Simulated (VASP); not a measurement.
A run of VASP 6.6.1 is set up as follows.

POSCAR

```
B2I
1.0
    1.5448093797      2.6756883337      0.0000000000
   -1.5448093797      2.6756883337      0.0000000000
    0.0000000000      0.0000000000      7.3207857219
B I
2 1
Direct
    0.3333333333      0.3333333333      0.5000000000
    0.6666666667      0.6666666667      0.5000000000
    0.0000000000      0.0000000000      0.0000000000
```

File INCAR.step1:

```
PREC = Accurate
ENCUT = 520
ISMEAR = -1
SIGMA = 0.1
LREAL = F
LASPH = T
NELM = 100
NBANDS = 14
GGA = PE
ALGO = Normal
EDIFF = 1E-4
LWAVE = T
LCHARG = F
```

File INCAR.step2:

```
PREC = Accurate
ENCUT = 520
EDIFF = 1E-6
ISMEAR = -1
SIGMA = 0.1
LREAL = F
LASPH = T
NELM = 100
ALGO = Normal
ISIF = 2
LWAVE = F
LCHARG = F
METAGGA = R2SCAN
LMIXTAU = T
NBANDS = 14
ISTART = 1
```

File KPOINTS:

```
regular mesh
0
Gamma
  10 10 7
```

Potentials or basis: VASP PAW PBE potentials, release 64 (B, I).

The run is started by

```bash
$ cat potpaw_PBE.64/B/POTCAR potpaw_PBE.64/I/POTCAR > POTCAR
$ cp INCAR.step1 INCAR
$ mpirun -np 1 vasp_std > vasp.out
$ cp INCAR.step2 INCAR
$ mpirun -np 1 vasp_std > vasp.out
```

(1) Predict the pressure.

Results:

(1) -0.1 GPa.

Caveat: the PAW data sets were made with another functional, which shifts forces and pressure a little; an odd number of electrons without spin polarisation forces a metal; a magnetic or distorted state may lie lower.
